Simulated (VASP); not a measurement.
# Sn2GeO3 (Cmmm) in VASP: notebook

Sn2GeO3 is run at these levels: PBE; tasks: single point, relaxation of cell and atoms.

Everything below comes from runs of VASP 6.6.1. Logs are shortened: lines on timing, memory, paths and dates and some standing lists are left out, and cuts for length are marked.

### 1 The cell of the first run

The structure is orthorhombic, space group Cmmm (No. 65). The conventional cell has a = 3.669 Å, b = 17.477 Å, c = 2.984 Å, α = 90.00°, β = 90.00°, γ = 90.00°. Sn (site symmetry m2m) has 4 O at 2.33 to 3.13 Å and 2 Sn at 2.98 Å within 3.2 Å. Ge (site symmetry mmm) has 6 O at 1.83 to 1.99 Å within 2.4 Å. Within 2.8 Å of O (site symmetry m2m) lie 2 Ge at 1.99 Å and 2 Sn at 2.33 Å and 5 O at 2.62 to 2.70 Å. Within 2.4 Å of O (site symmetry mmm) lie 2 Ge at 1.83 Å.

The cell was generated, and may not be a known phase.

### 2 Single point, PBE

Contents of INCAR:

```
SYSTEM = Sn2GeO3
PREC = Accurate
ENCUT = 520
EDIFF = 1E-7
ISMEAR = 0
SIGMA = 0.1
LREAL = .False.
LASPH = .True.
NELM = 60
ALGO = Normal
ISIF = 2
LWAVE = .False.
LCHARG = .True.
GGA = PE
LELF = .True.
LVHAR = .True.
NBANDS = 39
```

Contents of KPOINTS:

```
regular mesh
0
Gamma
  4 4 4
  0 0 0
```

Contents of POSCAR:

```
Sn2GeO3
1.0
    1.8343366124     -8.7384501055      0.0000000000
    1.8343366124      8.7384501055      0.0000000000
    0.0000000000      0.0000000000      2.9842446295
Sn Ge O
2 1 3
Direct
    0.6576156961      0.3423843039      0.5000000000
    0.3423843039      0.6576156961      0.5000000000
    0.0000000000      0.0000000000      0.0000000000
    0.0749717180      0.9250282820      0.5000000000
    0.9250282820      0.0749717180      0.5000000000
    0.5000000000      0.5000000000      0.0000000000
```

Potentials or basis: VASP PAW PBE potentials, release 64 (Sn_d, Ge_d, O).

Command:

```sh
> cat potpaw_PBE.64/Sn_d/POTCAR potpaw_PBE.64/Ge_d/POTCAR potpaw_PBE.64/O/POTCAR > POTCAR
> mpirun -np 1 vasp_std > vasp.out
```

OUTCAR:

```text
SYSTEM = Sn2GeO3
   PREC = Accurate
   ENCUT = 520
   EDIFF = 1E-7
   ISMEAR = 0
   LREAL = .False.
   LASPH = .True.
   NELM = 60
   ISIF = 2
   GGA = PE

 ion  position               nearest neighbor table
   1  0.658  0.342  0.500-   4 2.33   4 2.33   2 3.71   2 3.71
   2  0.342  0.658  0.500-   5 2.33   5 2.33   1 3.71   1 3.71
   3  0.000  0.000  0.000-   6 1.83   6 1.83   4 1.99   4 1.99   5 1.99   5 1.99
   4  0.075  0.925  0.500-   3 1.99   3 1.99   1 2.33   1 2.33
   5  0.925  0.075  0.500-   3 1.99   3 1.99   2 2.33   2 2.33
   6  0.500  0.500  0.000-   3 1.83   3 1.83

  LATTYP: Found a base centered orthorhombic cell.
 ALAT       =     3.6686732248
 B/A-ratio  =     4.7638203623
 C/A-ratio  =     0.8134397496

  Lattice vectors:

 A1 = (   1.8343366124,  -8.7384501055,   0.0000000000)
 A2 = (   1.8343366124,   8.7384501055,   0.0000000000)
 A3 = (   0.0000000000,   0.0000000000,   2.9842446295)

Analysis of symmetry for initial positions (statically):
=====================================================================
 Subroutine PRICEL returns:
 Original cell was already a primitive cell.

 Routine SETGRP: Setting up the symmetry group for a
 base centered orthorhombic supercell.

 Subroutine GETGRP returns: Found  8 space group operations
 (whereof  8 operations were pure point group operations)
 out of a pool of  8 trial point group operations.

The static configuration has the point symmetry D_2h.

Analysis of symmetry for dynamics (positions and initial velocities):
=====================================================================
 Subroutine PRICEL returns:
 Original cell was already a primitive cell.

 Routine SETGRP: Setting up the symmetry group for a
 base centered orthorhombic supercell.

 Subroutine GETGRP returns: Found  8 space group operations
 (whereof  8 operations were pure point group operations)
 out of a pool of  8 trial point group operations.

The dynamic configuration has the point symmetry D_2h.

 Subroutine INISYM returns: Found  8 space group operations
 (whereof  8 operations are pure point group operations),
 and found     1 'primitive' translations

----------------------------------------------------------------------------------------

                                     Primitive cell

  volume of cell :      95.6705

  direct lattice vectors                    reciprocal lattice vectors
     1.834336612 -8.738450106  0.000000000     0.272578106 -0.057218385  0.000000000
     1.834336612  8.738450106  0.000000000     0.272578106  0.057218385  0.000000000
     0.000000000  0.000000000  2.984244630     0.000000000  0.000000000  0.335093172

  length of vectors
     8.928902567  8.928902567  2.984244630     0.278518882  0.278518882  0.335093172

  position of ions in fractional coordinates (direct lattice)
     0.657615696  0.342384304  0.500000000
     0.342384304  0.657615696  0.500000000
     0.000000000  0.000000000  0.000000000
     0.074971718  0.925028282  0.500000000
     0.925028282  0.074971718  0.500000000
     0.500000000  0.500000000  0.000000000

  ion indices of the primitive-cell ions
   primitive index   ion index
                 1           1
                 2           2
                 3           3
                 4           4
                 5           5
                 6           6

----------------------------------------------------------------------------------------

 KPOINTS: regular mesh

Automatic generation of k-mesh.
 Grid dimensions read from file:
 generate k-points for:    4    4    4

 Generating k-lattice:

  Cartesian coordinates                     Fractional coordinates (reciprocal lattice)
     0.068144527 -0.014304596  0.000000000     0.250000000  0.000000000  0.000000000
     0.068144527  0.014304596  0.000000000     0.000000000  0.250000000  0.000000000
     0.000000000  0.000000000  0.083773293     0.000000000  0.000000000  0.250000000

  Length of vectors
     0.069629720  0.069629720  0.083773293

  Shift w.r.t. Gamma in fractional coordinates (k-lattice)
     0.000000000  0.000000000  0.000000000

 Subroutine IBZKPT returns following result:
 ===========================================

 Found     21 irreducible k-points:

 Following reciprocal coordinates:
            Coordinates               Weight
  0.000000  0.000000  0.000000      1.000000
  0.250000 -0.000000  0.000000      4.000000
  0.500000 -0.000000  0.000000      2.000000
  0.250000  0.250000  0.000000      2.000000
  0.500000  0.250000  0.000000      4.000000
 -0.250000  0.250000  0.000000      2.000000
[... 13 lines left out ...]
 -0.250000  0.250000  0.500000      2.000000
  0.500000  0.500000  0.500000      1.000000
   k-points           NKPTS =     21   k-points in BZ     NKDIM =     21   number of bands    NBANDS=     39
   number of dos      NEDOS =    301   number of ions     NIONS =      6
   total plane-waves  NPLWV = 117600
   dimension x,y,z NGX =    70 NGY =   70 NGZ =   24
   dimension x,y,z NGXF=   140 NGYF=  140 NGZF=   48
   ions per type =               2   1   3
   NGX,Y,Z   is equivalent  to a cutoff of  13.03, 13.03, 13.37 a.u.
   NGXF,Y,Z  is equivalent  to a cutoff of  26.07, 26.07, 26.74 a.u.
 SYSTEM =  Sn2GeO3
   PREC   = accura    normal or accurate (medium, high low for compatibility)
   ISTART =      0    job   : 0-new  1-cont  2-samecut
   ICHARG =      2    charge: 1-file 2-atom 10-const
   ISPIN  =      1    spin polarized calculation?
   LNONCOLLINEAR =      F non collinear calculations
   LSORBIT =      F    spin-orbit coupling
   LASPH  =      T    aspherical Exc in radial PAW
   ENCUT  =  520.0 eV  38.22 Ry    6.18 a.u.  16.60 16.60  5.55*2*pi/ulx,y,z
   NELM   =     60;   NELMIN=  2; NELMDL= -5     # of ELM steps
   EDIFF  = 0.1E-06   stopping-criterion for ELM
   LREAL  =      F    real-space projection
   EDIFFG = 0.1E-05   stopping-criterion for IOM
   NSW    =      0    number of steps for IOM
   IBRION =     -1    ionic relax: 0-MD 1-quasi-New 2-CG
   NFREE  =      0    steps in history (QN), initial steepest desc. (CG)
   ISIF   =      2    stress and relaxation
   ISYM   =      2    0-nonsym 1-usesym 2-fastsym
   POTIM  = 0.5000    time-step for ionic-motion
   TEBEG  =    0.0;   TEEND  =   0.0 temperature during run
   PSTRESS=    0.0 pullay stress
   NELECT =      60.0000    total number of electrons
   NUPDOWN=      -1.0000    fix difference up-down
   EMIN   =  10.00;   EMAX   =-10.00  energy-range for DOS
   EFERMI =   0.00;   METHOD = LEGACY
   ISMEAR =     0;   SIGMA  =   0.10  broadening in eV -4-tet -1-fermi 0-gaus
   EFERMI_NEDOS =   21; number of points for ismear=-14 and -15
   IALGO  =     38    algorithm
   IMIX   =      4    mixing-type and parameters
     AMIX     =   0.40;   BMIX     =  1.00
     AMIX_MAG =   1.60;   BMIX_MAG =  1.00
  volume/ion in A,a.u.               =      15.95       107.60
  Fermi-wavevector in a.u.,A,eV,Ry     =   1.401305  2.648082 26.717152  1.963655
  Thomas-Fermi vector in A             =   2.524179
   LORBIT       =      0    0 simple, 1 ext, 2 COOP (PROOUT), +10 PAW based schemes
   GGA     = PE    functional components
   LHFCALC =     F    Hartree Fock is set to
   AEXX    =    0.0000 exact exchange contribution
   IVDW    =     0    specifies the selected vdW correction
   LEPSILON=     F    determine dielectric tensor
   LRPA    =     F    only Hartree local field effects (RPA)
 non-spin polarized calculation
 Gauss-broadening in eV      SIGMA  =   0.10
  energy-cutoff  :      520.00
  volume of cell :       95.67
 maximum number of plane-waves:      2601
 NGX is ok and might be reduce to    70
   NGX = 33   NGY = 33   NGZ = 11

 number of electron      59.9999987 magnetization

 Free energy of the ion-electron system (eV)
  ---------------------------------------------------
  ext. energy  EPLUGINS =         0.00000000
  ---------------------------------------------------
  free energy    TOTEN  =       -33.24991256 eV

  energy without entropy =      -33.24073820  energy(sigma->0) =      -33.24532538

 E-fermi :   7.3405     XC(G=0): -10.5998

 val. band max:        7.2496124704   @ k =   0.0000   0.0000   0.2500
 cond. band min:       7.3658264670   @ k =   0.5000   0.2500   0.0000
 fundamental gap:      0.1162139966
 Fermi energy:         7.3404883773

 k-point     1 :       0.0000    0.0000    0.0000
  band No.  band energies     occupation
      1     -18.9704      2.00000
      2     -18.7586      2.00000
      3     -18.7539      2.00000
      4     -18.6367      2.00000
      5     -18.5869      2.00000
      6     -15.1309      2.00000
[... 31 lines left out ...]
     38      15.4578      0.00000
     39      15.6138      0.00000

 k-point     2 :       0.2500   -0.0000    0.0000
  band No.  band energies     occupation
      1     -18.9075      2.00000
      2     -18.7543      2.00000
      3     -18.7537      2.00000
      4     -18.6425      2.00000
      5     -18.5915      2.00000
      6     -15.1004      2.00000
[... 31 lines left out ...]
     38      15.7490      0.00000
     39      16.3465      0.00000

 k-point     3 :       0.5000   -0.0000    0.0000
  band No.  band energies     occupation
      1     -18.8494      2.00000
      2     -18.7535      2.00000
      3     -18.7447      2.00000
      4     -18.6484      2.00000
      5     -18.5962      2.00000
      6     -15.0750      2.00000
[... 31 lines left out ...]
     38      15.7114      0.00000
     39      15.9257      0.00000

 k-point     4 :       0.2500    0.2500    0.0000
  band No.  band energies     occupation
      1     -18.8494      2.00000
      2     -18.7535      2.00000
      3     -18.7447      2.00000
      4     -18.6484      2.00000
      5     -18.5962      2.00000
      6     -15.0750      2.00000
[... 31 lines left out ...]
     38      15.7077      0.00000
     39      15.9272      0.00000
[... 628 lines left out ...]
     38      12.9884      0.00000
     39      14.9609      0.00000

 k-point    20 :      -0.2500    0.2500    0.5000
  band No.  band energies     occupation
      1     -18.9458      2.00000
      2     -18.9029      2.00000
      3     -18.6710      2.00000
      4     -18.6303      2.00000
      5     -18.6215      2.00000
      6     -14.8977      2.00000
[... 31 lines left out ...]
     38      15.7853      0.00000
     39      16.0587      0.00000

 k-point    21 :       0.5000    0.5000    0.5000
  band No.  band energies     occupation
      1     -18.9458      2.00000
      2     -18.9029      2.00000
      3     -18.6710      2.00000
      4     -18.6303      2.00000
      5     -18.6215      2.00000
      6     -14.8959      2.00000
[... 31 lines left out ...]
     38      15.6855      0.00000
     39      16.1205      0.00000

------------------------ aborting loop because EDIFF is reached ----------------------------------------

  FORCE on cell =-STRESS in cart. coord.  units (eV):
  Direction    XX          YY          ZZ          XY          YZ          ZX
  --------------------------------------------------------------------------------------
  -------------------------------------------------------------------------------------
  Total        0.1567022      0.1785623      0.0720839      0.0000000      0.0000000      0.0000000
  in kB        2.6242654      2.9903536      1.2071777      0.0000000      0.0000000      0.0000000
  external PRESSURE =       2.2739322 kB  Pullay stress =       0.0000000 kB

 VOLUME and BASIS-vectors are now :
 -----------------------------------------------------------------------------
  energy-cutoff  :      520.00
  volume of cell :       95.67
      direct lattice vectors                 reciprocal lattice vectors
     1.834336612 -8.738450106  0.000000000     0.272578106 -0.057218385  0.000000000
     1.834336612  8.738450106  0.000000000     0.272578106  0.057218385  0.000000000
     0.000000000  0.000000000  2.984244630     0.000000000  0.000000000  0.335093172

 POSITION                                       TOTAL-FORCE (eV/Angst)
 -----------------------------------------------------------------------------------
      1.83434     -2.75463      1.49212        -0.000000     -0.039882     -0.000000
      1.83434      2.75463      1.49212        -0.000000      0.039882     -0.000000
      0.00000      0.00000      0.00000        -0.000000     -0.000000     -0.000000
      1.83434      7.42818      1.49212        -0.000000     -0.007676      0.000000
      1.83434     -7.42818      1.49212        -0.000000      0.007676     -0.000000
      1.83434      0.00000      0.00000         0.000000      0.000000     -0.000000
 -----------------------------------------------------------------------------------
    total drift:                                0.000000      0.000000     -0.000000

  FREE ENERGIE OF THE ION-ELECTRON SYSTEM (eV)
  ---------------------------------------------------
  free  energy   TOTEN  =       -33.2499125556 eV

  energy  without entropy=      -33.2407381992  energy(sigma->0) =      -33.24532538
```

Run time: 1.8 min. Hardware: 1 thread of Intel Xeon 6975P-C (Granite Rapids), shared host; peak memory 0.36 GiB.

What came out:

- Free energy: -33.2499 eV
- Pressure: 0.2 GPa
- Largest force: 0.040 eV/Å
- Band gap on the k mesh: zero (bands 30 and 31 overlap by 2.68 eV)

Forces in eV/Å, atoms in the order of the input:
```
Sn   0.000 -0.040  0.000
Sn   0.000  0.040  0.000
Ge   0.000  0.000  0.000
O    0.000 -0.008  0.000
O    0.000  0.008  0.000
O    0.000  0.000  0.000
```

Stress tensor (GPa, compression positive):
```
0.26 0.00 0.00
0.00 0.30 0.00
0.00 0.00 0.12
```

Levels at points of the mesh, in eV from the Fermi level:
| k point | band 28 | band 29 | band 30 | band 31 | band 32 | band 33 |
| --- | --- | --- | --- | --- | --- | --- |
| (0.00, 0.00, 0.00) | -2.92 | -1.99 | -1.56 | 1.17 | 2.60 | 2.86 |
| (0.50, 0.00, 0.00) | -2.34 | -2.28 | -0.88 | -0.78 | 2.17 | 2.50 |
| (0.50, 0.50, 0.00) | -4.14 | -1.99 | 0.19 | 0.63 | 2.01 | 2.54 |
| (0.00, 0.00, 0.50) | -3.26 | -2.82 | -2.33 | -1.87 | 1.92 | 2.36 |
| (0.50, 0.00, 0.50) | -2.73 | -2.36 | -1.93 | -1.84 | 1.62 | 2.15 |
| (0.50, 0.50, 0.50) | -3.21 | -2.96 | -2.74 | -2.05 | 1.89 | 2.14 |

Caveat: the k points lie up to 0.53 Å⁻¹ apart, too coarse for converged energies and pressures of a metal; spin-orbit coupling is left out, which moves the levels of the heavy elements.

[end of part 1 of 2]

The gap in the log of VASP goes by the Fermi energy; the results here count the filled bands.